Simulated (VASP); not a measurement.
Wanted: the native input for a VASP 6.6.1 run.

| Quantity | Value |
| --- | --- |
| Task | single point |
| Functional | LDA |
| Potentials or basis | VASP PAW LDA potentials, release 64 (Ga_d, P) |
| Cutoff | 520 eV |
| k mesh | 8 × 8 × 8 |
| Occupations | gaussian, width 0.05 eV |
| Spin | no spin polarisation |
| Dipole correction | no |
| Further INCAR settings | ALGO = Normal; EDIFF = 1e-06; NBANDS = 16 |

The structure of GaP lies in POSCAR:

```
GaP
1.0
    0.0000000000      2.6955788119      2.6955788119
    2.6955788119      0.0000000000      2.6955788119
    2.6955788119      2.6955788119      0.0000000000
Ga P
1 1
Direct
    0.0000000000      0.0000000000      0.0000000000
    0.7500000000      0.7500000000      0.7500000000
```

The input as run:

INCAR

```
SYSTEM = GaP
  ALGO = Normal
  EDIFF = 1E-6
  ENCUT = 520
  ISIF = 2
  ISMEAR = 0
  LASPH = .True.
  LCHARG = .True.
  LELF = .True.
  LREAL = .False.
  LVHAR = .True.
  LWAVE = .False.
  NBANDS = 16
  NELM = 100
  PREC = Accurate
  SIGMA = 0.05
```

KPOINTS

```
k-points
0
Gamma
  8 8 8
  0 0 0
```

Potentials or basis: VASP PAW LDA potentials, release 64 (Ga_d, P).

Command:

```console
$ cat potpaw_LDA.64/Ga_d/POTCAR potpaw_LDA.64/P/POTCAR > POTCAR
$ mpirun -np 1 vasp_std > vasp.out
```

It gave:

The pressure is 0.1 GPa and the band gap on the k mesh is 1.43 eV, indirect (least direct gap 1.91 eV).

Wall time 20 s on 1 thread of AMD EPYC 9R45 (Zen 5) (shared host), peak memory 0.11 GiB.
